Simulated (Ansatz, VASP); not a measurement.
# Two plane-wave programs on BeTeS4

File INCAR:

```
SYSTEM = BeTeS4
ALGO     = Normal         ! electronic algorithm
EDIFF    = 1E-7           ! SCF threshold, eV
EDIFFG   = -0.08          ! ionic threshold
ENCUT    = 600            ! plane-wave cutoff, eV
GGA      = PE             ! functional
GGA_COMPAT= .FALSE.      
IBRION   = 2              ! ionic algorithm
ISIF     = 3              ! what is computed and relaxed
ISMEAR   = 0              ! smearing method
LASPH    = .TRUE.         ! aspherical terms in the spheres
LCHARG   = .FALSE.        ! write CHGCAR
LREAL    = .FALSE.        ! projectors in reciprocal space
LWAVE    = .FALSE.        ! write WAVECAR
NELM     = 120            ! most SCF steps
NELMIN   = 4            
NSW      = 36             ! ionic steps
PREC     = Accurate       ! precision mode
SIGMA    = 0.15           ! smearing width, eV
```

File KPOINTS:

```
k-points
0
G
  4 4 1
  0 0 0
```

POSCAR

```
BeTeS4
1.0
    3.3149485800      0.0000000000      0.0000000000
   -1.6574742900      2.8708296800      0.0000000000
    0.0000000000      0.0000000000     13.1378106500
Be Te S
1 1 4
Direct
    0.0000000000      0.0000000000      0.5000000000
    0.6666666700      0.3333333300      0.0000000000
    0.6666666700      0.3333333300      0.6276410200
    0.0000000000      0.0000000000      0.8771510100
    0.0000000000      0.0000000000      0.1228489900
    0.6666666700      0.3333333300      0.3723589800
```

Input for Ansatz:

```yaml
crystal:
  lattice:
    - [3.31494858, 0.0, 0.0]
    - [-1.65747429, 2.87082968, 0.0]
    - [0.0, 0.0, 13.13781065]
  atoms:
    - { symbol: Be, position: [0.0, 0.0, 0.5] }
    - { symbol: Te, position: [0.66666667, 0.33333333, 0.0] }
    - { symbol: S, position: [0.66666667, 0.33333333, 0.62764102] }
    - { symbol: S, position: [0.0, 0.0, 0.87715101] }
    - { symbol: S, position: [0.0, 0.0, 0.12284899] }
    - { symbol: S, position: [0.66666667, 0.33333333, 0.37235898] }
basis:
  ecutwfc: 420
kpoints:
  mp_grid: { grid: [4, 4, 1] }
hamiltonian:
  xc: pbe
scf:
  occupations: { method: gaussian, width: 0.15 }
  lower_state_search: "off"
output:
  forces: true
  stress: true
  eigenvalues: true
relax:
  adjacent_minimum: "off"
  f_tol: 0.08
  max_steps: 16
  cell: { stress_tol: 0.8 }
```

Change from the starting cell: species swapped into the NbWSe4 type (P-6m2, No. 187).

Alike in both runs: task relaxation of cell and atoms; functional PBE; k mesh 4 × 4 × 1; occupations gaussian, width 0.15 eV; no spin polarisation.

```csv
,VASP,Ansatz
version,VASP 6.6.1,Ansatz 0.2.0
potentials or method,"VASP PAW PBE potentials, release 64 (Be, Te, S), cutoff 600 eV","scalar-relativistic, plane waves, PAW"
valence electrons in the cell,32,42
```

```tsv
	VASP	Ansatz	Ansatz less VASP
gap on the k mesh at the Fermi level, each at its own relaxed structure (eV)	0.10	0.12	+0.013
relaxed volume (Å³/atom)	22.31	23.03	+0.722
relaxed cell length with the largest relative difference (Å)	11.994	12.350	+0.3562
```

VASP's potentials hold 32 valence electrons a cell and Ansatz's 42, so a difference there can come from the potentials and not from the codes.

The k mesh is coarse, so the values compare programs but aren't converged. Neither program's run includes spin-orbit coupling.
